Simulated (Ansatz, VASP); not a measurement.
**CuO2 in VASP and in Ansatz**

```
Cu O
1.0
     2.42129    0.00000    0.00000
     0.00000    6.44595    0.00000
     0.00000    0.00000    7.06704
Cu O
1 2
Direct
  0.00000 0.50000 0.00000
  0.00000 0.50000 0.41243
  0.00000 0.50000 0.58757
```

Alike in both runs: task single point; functional PBE; k mesh 18 × 8 × 6; occupations gaussian, width 0.05 eV; collinear spin; Hubbard terms Cu d U = 4.0 eV.

|  | VASP | Ansatz |
| --- | --- | --- |
| version | VASP 6.6.1 | Ansatz 0.2.0 |
| potentials or method | VASP PAW PBE potentials, release 64 (Cu, O), cutoff 520 eV | scalar-relativistic, plane waves, PAW |
| valence electrons in the cell | 23 | 31 |

Ansatz gave:

| Item | Value |
| --- | --- |
| gap on the k mesh at the Fermi level (eV) | none |
| pressure (GPa) | -0.5 |
| traceless stress, the component that is largest in VASP (GPa) | -0.24 |
| rms of the force components (eV/Å) | 0.398 |
| net moment per atom (μB) | 0.34 |
| size of the moment on the site where the two differ most (μB) | 0.31 |

Problem. Estimate VASP's values.

Solution. gap on the k mesh at the Fermi level (eV): none; pressure (GPa): 0.0; traceless stress, the component that is largest in VASP (GPa): 0.84; rms of the force components (eV/Å): 0.126; net moment per atom (μB): 0.34; size of the moment on the site where the two differ most (μB): 0.44.

Site moments also hang on the region over which each program counts them. The programs project onto different local orbitals, so the same U acts differently, and such runs can settle in different states. Atom by atom the forces differ by 0.524 eV/Å (rms over components). A gap of «none» marks a metal or a gap that the smearing closes. VASP's potentials hold 23 valence electrons a cell and Ansatz's 31, so a difference there can come from the potentials and not from the codes. Ansatz's warnings: filled band counts differ across k points.

Noted on VASP's run: the standard files for N, O and F lose accuracy on very short bonds.
